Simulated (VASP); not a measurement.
# Cu2Sb3 (P6/mmm) in VASP: a series of runs

Cu2Sb3 is run at these levels: PBE; tasks: single point, relaxation of cell and atoms.

All numbers are computed with VASP 6.6.1; they aren't measurements. Logs are shortened: lines on timing, memory, paths and dates and some standing lists are left out, and cuts for length are marked.

**1. The cell of the first run**

It takes space group P6/mmm (No. 191, hexagonal). Conventional cell: a = 6.264 Å, b = 6.264 Å, c = 4.152 Å, α = 90.00°, β = 90.00°, γ = 120.00°. Cu (site symmetry -6m2) has 6 Sb at 2.75 Å and 3 Cu at 3.62 Å within 3.7 Å. Sb (site symmetry mmm) has 4 Cu at 2.75 Å and 4 Sb at 3.13 Å within 3.6 Å.

The cell was generated, and may not be a known phase.

**2. Single point, PBE**

INCAR reads:

```
SYSTEM = Cu2Sb3
PREC = Accurate
ENCUT = 520
EDIFF = 1E-7
ISMEAR = 0
SIGMA = 0.1
LREAL = .FALSE.
LASPH = .TRUE.
NELM = 60
ALGO = Normal
ISIF = 2
LWAVE = .FALSE.
LCHARG = .TRUE.
GGA = PE
LELF = .TRUE.
LVHAR = .TRUE.
NBANDS = 26
```

KPOINTS reads:

```
Automatic mesh
0
G
  3 3 4
  0 0 0
```

POSCAR reads:

```
Cu2Sb3
1.0
    6.2638140711      0.0000000000      0.0000000000
   -3.1319070356      5.4246221102      0.0000000000
    0.0000000000      0.0000000000      4.1523115373
Cu Sb
2 3
Direct
    0.3333333333      0.6666666667      0.5000000000
    0.6666666667      0.3333333333      0.5000000000
    0.5000000000      0.0000000000      0.0000000000
    0.0000000000      0.5000000000      0.0000000000
    0.5000000000      0.5000000000      0.0000000000
```

Potentials or basis: VASP PAW PBE potentials, release 64 (Cu, Sb).

On the command line:

```bash
$ cat potpaw_PBE.64/Cu/POTCAR potpaw_PBE.64/Sb/POTCAR > POTCAR
$ mpirun -np 1 vasp_std > vasp.out
```

OUTCAR:

```text
SYSTEM = Cu2Sb3
   PREC = Accurate
   ENCUT = 520
   EDIFF = 1E-7
   ISMEAR = 0
   LREAL = .FALSE.
   LASPH = .TRUE.
   NELM = 60
   ISIF = 2
   GGA = PE

 ion  position               nearest neighbor table
   1  0.333  0.667  0.500-   4 2.75   4 2.75   3 2.75   3 2.75   5 2.75   5 2.75
   2  0.667  0.333  0.500-   4 2.75   4 2.75   3 2.75   3 2.75   5 2.75   5 2.75
   3  0.500  0.000  0.000-   1 2.75   2 2.75   1 2.75   2 2.75   4 3.13   4 3.13   5 3.13   5 3.13

   4  0.000  0.500  0.000-   1 2.75   2 2.75   1 2.75   2 2.75   5 3.13   5 3.13   3 3.13   3 3.13

   5  0.500  0.500  0.000-   1 2.75   2 2.75   1 2.75   2 2.75   4 3.13   4 3.13   3 3.13   3 3.13

  LATTYP: Found a hexagonal cell.
 ALAT       =     6.2638140711
 C/A-ratio  =     0.6629046600

  Lattice vectors:

 A1 = (   6.2638140711,   0.0000000000,   0.0000000000)
 A2 = (  -3.1319070356,   5.4246221102,   0.0000000000)
 A3 = (   0.0000000000,   0.0000000000,   4.1523115373)

Analysis of symmetry for initial positions (statically):
=====================================================================
 Subroutine PRICEL returns:
 Original cell was already a primitive cell.

 Routine SETGRP: Setting up the symmetry group for a
 hexagonal supercell.

 Subroutine GETGRP returns: Found 24 space group operations
 (whereof 24 operations were pure point group operations)
 out of a pool of 24 trial point group operations.

The static configuration has the point symmetry D_6h.

Analysis of symmetry for dynamics (positions and initial velocities):
=====================================================================
 Subroutine PRICEL returns:
 Original cell was already a primitive cell.

 Routine SETGRP: Setting up the symmetry group for a
 hexagonal supercell.

 Subroutine GETGRP returns: Found 24 space group operations
 (whereof 24 operations were pure point group operations)
 out of a pool of 24 trial point group operations.

The dynamic configuration has the point symmetry D_6h.

 Subroutine INISYM returns: Found 24 space group operations
 (whereof 24 operations are pure point group operations),
 and found     1 'primitive' translations

[... 78 lines left out ...]
   ISPIN  =      1    spin polarized calculation?
   LNONCOLLINEAR =      F non collinear calculations
   LSORBIT =      F    spin-orbit coupling
   LASPH  =      T    aspherical Exc in radial PAW
   ENCUT  =  520.0 eV  38.22 Ry    6.18 a.u.  11.65 11.65  7.72*2*pi/ulx,y,z
   NELM   =     60;   NELMIN=  2; NELMDL= -5     # of ELM steps
   EDIFF  = 0.1E-06   stopping-criterion for ELM
   LREAL  =      F    real-space projection
   EDIFFG = 0.1E-05   stopping-criterion for IOM
   NSW    =      0    number of steps for IOM
   IBRION =     -1    ionic relax: 0-MD 1-quasi-New 2-CG
   NFREE  =      0    steps in history (QN), initial steepest desc. (CG)
   ISIF   =      2    stress and relaxation
   ISYM   =      2    0-nonsym 1-usesym 2-fastsym
   POTIM  = 0.5000    time-step for ionic-motion
   TEBEG  =    0.0;   TEEND  =   0.0 temperature during run
   PSTRESS=    0.0 pullay stress
   NELECT =      37.0000    total number of electrons
   NUPDOWN=      -1.0000    fix difference up-down
   EMIN   =  10.00;   EMAX   =-10.00  energy-range for DOS
   EFERMI =   0.00;   METHOD = LEGACY
   ISMEAR =     0;   SIGMA  =   0.10  broadening in eV -4-tet -1-fermi 0-gaus
   EFERMI_NEDOS =   21; number of points for ismear=-14 and -15
   IALGO  =     38    algorithm
   IMIX   =      4    mixing-type and parameters
     AMIX     =   0.40;   BMIX     =  1.00
     AMIX_MAG =   1.60;   BMIX_MAG =  1.00
  volume/ion in A,a.u.               =      28.22       190.43
  Fermi-wavevector in a.u.,A,eV,Ry     =   1.047875  1.980196 14.939757  1.098041
  Thomas-Fermi vector in A             =   2.182773
   LORBIT       =      0    0 simple, 1 ext, 2 COOP (PROOUT), +10 PAW based schemes
   GGA     = PE    functional components
   LHFCALC =     F    Hartree Fock is set to
   AEXX    =    0.0000 exact exchange contribution
   IVDW    =     0    specifies the selected vdW correction
   LEPSILON=     F    determine dielectric tensor
   LRPA    =     F    only Hartree local field effects (RPA)
 non-spin polarized calculation
 Gauss-broadening in eV      SIGMA  =   0.10
  energy-cutoff  :      520.00
  volume of cell :      141.09
 maximum number of plane-waves:      3856
 NGX is ok and might be reduce to    48
   NGX = 23   NGY = 23   NGZ = 15

 number of electron      36.9999984 magnetization

 Free energy of the ion-electron system (eV)
  ---------------------------------------------------
  ext. energy  EPLUGINS =         0.00000000
  ---------------------------------------------------
  free energy    TOTEN  =       -18.72487149 eV

  energy without entropy =      -18.71364892  energy(sigma->0) =      -18.71926020

 E-fermi :   4.9975     XC(G=0):  -8.8574

 val. band max:        4.8831463517   @ k =   0.3333  -0.0000   0.2500
 cond. band min:       5.0137519496   @ k =   0.0000   0.0000   0.2500
 fundamental gap:      0.1306055979
 Fermi energy:         4.9975253525

 k-point     1 :       0.0000    0.0000    0.0000
  band No.  band energies     occupation
      1      -7.0541      2.00000
      2      -3.2946      2.00000
      3      -3.2946      2.00000
      4      -2.0315      2.00000
      5       1.3371      2.00000
      6       1.3371      2.00000
[... 250 lines left out ...]
     25       9.3533      0.00000
     26      11.1214      0.00000

------------------------ aborting loop because EDIFF is reached ----------------------------------------

  FORCE on cell =-STRESS in cart. coord.  units (eV):
  Direction    XX          YY          ZZ          XY          YZ          ZX
  --------------------------------------------------------------------------------------
  -------------------------------------------------------------------------------------
  Total       -0.0318449     -0.0318449      0.0832286      0.0000000      0.0000000      0.0000000
  in kB       -0.3616196     -0.3616196      0.9451154      0.0000000      0.0000000      0.0000000
  external PRESSURE =       0.0739588 kB  Pullay stress =       0.0000000 kB

 VOLUME and BASIS-vectors are now :
 -----------------------------------------------------------------------------
  energy-cutoff  :      520.00
  volume of cell :      141.09
      direct lattice vectors                 reciprocal lattice vectors
     6.263814071  0.000000000  0.000000000     0.159647140  0.092172319  0.000000000
    -3.131907036  5.424622110  0.000000000     0.000000000  0.184344638  0.000000000
     0.000000000  0.000000000  4.152311537     0.000000000  0.000000000  0.240829714

 POSITION                                       TOTAL-FORCE (eV/Angst)
 -----------------------------------------------------------------------------------
     -0.00000      3.61641      2.07616        -0.000000      0.000000     -0.000000
      3.13191      1.80821      2.07616         0.000000     -0.000000      0.000000
      3.13191      0.00000      0.00000         0.000000      0.000000      0.000000
     -1.56595      2.71231      0.00000         0.000000      0.000000      0.000000
      1.56595      2.71231      0.00000         0.000000      0.000000      0.000000
 -----------------------------------------------------------------------------------
    total drift:                               -0.000000      0.000000     -0.000000

  FREE ENERGIE OF THE ION-ELECTRON SYSTEM (eV)
  ---------------------------------------------------
  free  energy   TOTEN  =       -18.7248714874 eV

  energy  without entropy=      -18.7136489173  energy(sigma->0) =      -18.71926020
```

stdout:

```text
POSCAR found type information on POSCAR CuSb
 POSCAR found :  2 types and       5 ions
 scaLAPACK will be used
 LDA part: xc-table for (Slater+PW92), standard interpolation
 POSCAR, INCAR and KPOINTS ok, starting setup
 FFT: planning ... GRIDC
 FFT: planning ... GRID_SOFT
 FFT: planning ... GRID
 WAVECAR not read
 entering main loop
```

It took 1.8 min on 1 thread of Intel Xeon 8259CL, shared host; peak memory 0.26 GiB.

Results:

```
Free energy            : -18.7249 eV
Pressure               : 0.0 GPa
Band gap on the k mesh : zero (an odd number of electrons rules out a gap without spin polarisation)
```

Stress tensor (GPa, compression positive):
```
-0.04  0.00  0.00
 0.00 -0.04  0.00
 0.00  0.00  0.09
```

Caveat: the k points lie up to 0.39 Å⁻¹ apart, too coarse for converged energies and pressures of a metal; spin-orbit coupling is left out, which moves the levels of the heavy elements.

**3. Single point, PBE**

This run uses another cell than the first one, of 29.16 Å³/atom.

INCAR reads:

```
SYSTEM = Cu2Sb3
PREC = Accurate
ENCUT = 520
EDIFF = 1E-7
ISMEAR = 0
SIGMA = 0.1
LREAL = .FALSE.
LASPH = .TRUE.
NELM = 100
ALGO = Normal
ISIF = 2
LWAVE = .FALSE.
LCHARG = .FALSE.
GGA = PE
NBANDS = 26
```

KPOINTS reads:

```
regular mesh
0
G
  6 6 2
  0 0 0
```

POSCAR: that of step 2 with these lines changed.

```diff
@@ -2,5 +2,5 @@
 1.0
-    6.2638140711      0.0000000000      0.0000000000
-   -3.1319070356      5.4246221102      0.0000000000
-    0.0000000000      0.0000000000      4.1523115373
+    6.5331616037      0.0000000000      0.0000000000
+   -3.2665808019      5.6578839159      0.0000000000
+    0.0000000000      0.0000000000      3.9447447073
 Cu Sb
```

Potentials or basis: VASP PAW PBE potentials, release 64 (Cu, Sb).

On the command line:

```bash
$ cat potpaw_PBE.64/Cu/POTCAR potpaw_PBE.64/Sb/POTCAR > POTCAR
$ mpirun -np 1 vasp_std > vasp.out
```

It took 3.1 min on 1 thread of Intel Xeon 8259CL, shared host; peak memory 0.27 GiB.

Results (log left out):

- Free energy: -18.0906 eV
- Pressure: -0.1 GPa
- Band gap on the k mesh: zero (an odd number of electrons rules out a gap without spin polarisation)

Stress tensor (GPa, compression positive):
```
-0.22  0.00  0.00
 0.00 -0.22  0.00
 0.00  0.00  0.14
```

Levels at points of the mesh, in eV from the Fermi level:
| k point | band 17 | band 18 | band 19 | band 20 | band 21 | band 22 |
| --- | --- | --- | --- | --- | --- | --- |
| (0.00, 0.00, 0.00) | -1.74 | 1.69 | 2.28 | 2.28 | 2.75 | 2.81 |
| (0.50, 0.00, 0.00) | -0.80 | -0.76 | -0.43 | 0.27 | 2.25 | 2.65 |
| (0.00, 0.00, 0.50) | -2.01 | -1.53 | -1.53 | -1.25 | 2.77 | 2.77 |
| (0.50, 0.00, 0.50) | -2.05 | -0.51 | -0.11 | -0.05 | 0.42 | 0.80 |

Caveat: the k points lie up to 0.80 Å⁻¹ apart, too coarse for converged energies and pressures of a metal; spin-orbit coupling is left out, which moves the levels of the heavy elements.

**4. Relaxation of cell and atoms, PBE**

This run uses another cell than the first one, of 15.40 Å³/atom.

INCAR reads:

```
SYSTEM = Cu2Sb3
PREC     = Accurate       ! precision mode
ENCUT    = 600            ! plane-wave cutoff, eV
EDIFF    = 1E-6           ! SCF threshold, eV
ISMEAR   = 0              ! smearing method
SIGMA    = 0.1            ! smearing width, eV
LREAL    = .FALSE.        ! projectors in reciprocal space
LASPH    = .TRUE.         ! aspherical terms in the spheres
NELM     = 60             ! most SCF steps
ALGO     = Normal         ! electronic algorithm
ISIF     = 3              ! what is computed and relaxed
LWAVE    = .FALSE.        ! write WAVECAR
LCHARG   = .FALSE.        ! write CHGCAR
GGA      = PE             ! functional
IBRION   = 2              ! ionic algorithm
NSW      = 90             ! ionic steps
EDIFFG   = -0.04          ! ionic threshold
```

KPOINTS is that of step 3.

POSCAR reads:

```
Cu2Sb3
1.0
    3.3373514600      0.0000000000      0.0000000000
   -1.6686757300      2.8902311500      0.0000000000
    0.0000000000      0.0000000000      7.9833088500
Cu Sb
2 3
Direct
    0.3333333300      0.6666666700      0.5000000000
    0.6666666700      0.3333333300      0.5000000000
    0.5000000000      0.0000000000      0.0000000000
    0.0000000000      0.5000000000      0.0000000000
    0.5000000000      0.5000000000      0.0000000000
```

On the command line:

```bash
$ cat potpaw_PBE.64/Cu/POTCAR potpaw_PBE.64/Sb/POTCAR > POTCAR
$ mpirun -np 1 vasp_std > vasp.out
```

Wall time 31 min (1 thread of Intel Xeon 8259CL, shared host); peak memory 0.24 GiB.

It converged, with:

- Free energy: -15.7002 eV
- Relaxed volume: 25.82 Å³/atom
- Relaxed cell: a = 5.572 Å, b = 5.572 Å, c = 4.802 Å, α = 90.00°, β = 90.00°, γ = 120.00°
- Space group after relaxing (to 0.1 Å): P6/mmm (No. 191)
- Pressure after relaxing: 0.0 GPa
- Band gap on the k mesh: zero (an odd number of electrons rules out a gap without spin polarisation)

Stress tensor (GPa, compression positive):
```
-0.04  0.00  0.00
 0.00 -0.04  0.00
 0.00  0.00  0.16
```

Final structure:
```
CELL_PARAMETERS angstrom
5.57157 0.00000 0.00000
-2.78578 4.82512 0.00000
0.00000 0.00000 4.80208
ATOMIC_POSITIONS crystal
Cu 0.33333 0.66667 0.50000
Cu 0.66667 0.33333 0.50000
Sb 0.50000 0.00000 0.00000
Sb 0.00000 0.50000 0.00000
Sb 0.50000 0.50000 0.00000
```

Levels at points of the mesh, in eV from the Fermi level:
```tsv
k point	band 16	band 17	band 18	band 19	band 20	band 21	band 22
(0.00, 0.00, 0.00)	-2.28	-2.20	-1.27	1.69	1.69	2.27	2.64
(0.50, 0.00, 0.00)	-1.28	-0.50	-0.41	-0.09	0.33	0.47	0.57
(0.00, 0.00, 0.50)	-2.25	-2.25	-0.95	-0.95	0.33	2.61	3.57
(0.50, 0.00, 0.50)	-2.17	-1.50	0.10	0.30	0.42	0.60	1.83
```

Caveat: the k points lie up to 0.65 Å⁻¹ apart in the final cell, too coarse for converged energies and pressures of a metal; the volume moved by over 15 % at a fixed basis, so the end points are rough; spin-orbit coupling is left out, which moves the levels of the heavy elements.

**5. Relaxation of cell and atoms, PBE**

This run uses another cell than the first one, of 29.16 Å³/atom.

INCAR reads:

```
SYSTEM = Cu2Sb3
PREC = Accurate ; ENCUT = 600
EDIFF = 1E-7 ; ISMEAR = 0
SIGMA = 0.1 ; LREAL = .FALSE.
LASPH = .TRUE. ; NELM = 100
ALGO = Normal ; ISIF = 3
LWAVE = .FALSE. ; LCHARG = .FALSE.
GGA = PE ; IBRION = 2
NSW = 90 ; EDIFFG = -0.04
```

KPOINTS reads:

```
regular mesh
0
G
  3 3 4
  0 0 0
```

POSCAR reads:

```
Cu2Sb3
1.0
    6.5331616037      0.0000000000      0.0000000000
   -3.2665808019      5.6578839159      0.0000000000
    0.0000000000      0.0000000000      3.9447447073
Cu Sb
2 3
Direct
    0.3333333333      0.6666666667      0.5000000000
    0.6666666667      0.3333333333      0.5000000000
    0.5000000000      0.0000000000      0.0000000000
    0.0000000000      0.5000000000      0.0000000000
    0.5000000000      0.5000000000      0.0000000000
```

On the command line:

```bash
$ cat potpaw_PBE.64/Cu/POTCAR potpaw_PBE.64/Sb/POTCAR > POTCAR
$ mpirun -np 1 vasp_std > vasp.out
```

It took 5.7 min on 1 thread of Intel Xeon 8259CL, shared host; peak memory 0.32 GiB.

It converged, with:

| Item | Value |
| --- | --- |
| Free energy | -18.7256 eV |
| Relaxed volume | 28.25 Å³/atom |
| Relaxed cell | a = 6.262 Å, b = 6.262 Å, c = 4.159 Å, α = 90.00°, β = 90.00°, γ = 120.00° |
| Space group after relaxing (to 0.1 Å) | P6/mmm (No. 191) |
| Energy gained by relaxing | 45.3 meV/atom |
| Ionic steps | 4 |
| Pressure after relaxing | 0.0 GPa |
| Band gap on the k mesh | zero (an odd number of electrons rules out a gap without spin polarisation) |

Step by step:
| step | energy change (eV) | largest force (eV/Å) | pressure (GPa) | volume (Å³) |
| --- | --- | --- | --- | --- |
| 1 | 0.0000 | 0.0000 | -0.69 | 145.81 |
| 2 | -0.1950 | 0.0000 | -0.44 | 142.99 |
| 3 | -0.2256 | 0.0000 | -0.12 | 141.54 |
| 4 | -0.2266 | 0.0000 | -0.04 | 141.23 |

Final structure:
```xyz
5
Lattice="6.2619 0.0000 0.0000 -3.1309 5.4230 0.0000 0.0000 0.0000 4.1589" Properties=species:S:1:pos:R:3 pbc="T T T"
Cu    0.0000    3.6153    2.0794
Cu    3.1309    1.8077    2.0794
Sb    3.1309    0.0000    0.0000
Sb    4.6964    2.7115    0.0000
Sb    1.5655    2.7115    0.0000
```

Levels at points of the mesh, in eV from the Fermi level:
| k point | band 16 | band 17 | band 18 | band 19 | band 20 | band 21 | band 22 |
| --- | --- | --- | --- | --- | --- | --- | --- |
| (0.00, 0.00, 0.00) | -2.33 | -2.33 | 1.10 | 2.26 | 2.26 | 2.73 | 3.63 |
| (0.00, 0.00, 0.50) | -1.64 | -1.64 | -1.51 | -1.51 | -0.73 | 3.13 | 3.13 |

Caveat: the k points lie up to 0.39 Å⁻¹ apart in the final cell, too coarse for converged energies and pressures of a metal; spin-orbit coupling is left out, which moves the levels of the heavy elements.

**6. Summary**

| task | cell | k mesh | cutoff (eV) | gap on the mesh (eV) | pressure (GPa) | relaxed volume (Å³/atom) |
| --- | --- | --- | --- | --- | --- | --- |
| single point | a = 6.264, b = 6.264, c = 4.152 Å, angles 90.0, 90.0, 120.0°, 5 atoms | 3 × 3 × 4 | 520 | none | 0.0 | - |
| single point | a = 6.533, b = 6.533, c = 3.945 Å, angles 90.0, 90.0, 120.0°, 5 atoms | 6 × 6 × 2 | 520 | none | -0.1 | - |
| relaxation of cell and atoms | relaxed from a = 3.337, b = 3.337, c = 7.983 Å, angles 90.0, 90.0, 120.0°, 5 atoms | 6 × 6 × 2 | 600 | none | 0.0 | 25.82 |
| relaxation of cell and atoms | relaxed from a = 6.533, b = 6.533, c = 3.945 Å, angles 90.0, 90.0, 120.0°, 5 atoms | 3 × 3 × 4 | 600 | none | 0.0 | 28.25 |

Alike in all rows: level PBE; potentials or basis VASP PAW PBE potentials, release 64 (Cu, Sb); no spin polarisation; smearing gaussian 0.1 eV.

Caveats: all runs use coarse meshes; spin-orbit coupling is left out, which moves the levels of the heavy elements; the volume moved by over 15 % at a fixed basis, so the end points are rough (at least some runs).

Total energies depend on the potentials used, so only differences within one code and one set of settings carry meaning.

The gap in the log of VASP goes by the Fermi energy; the results here count the filled bands.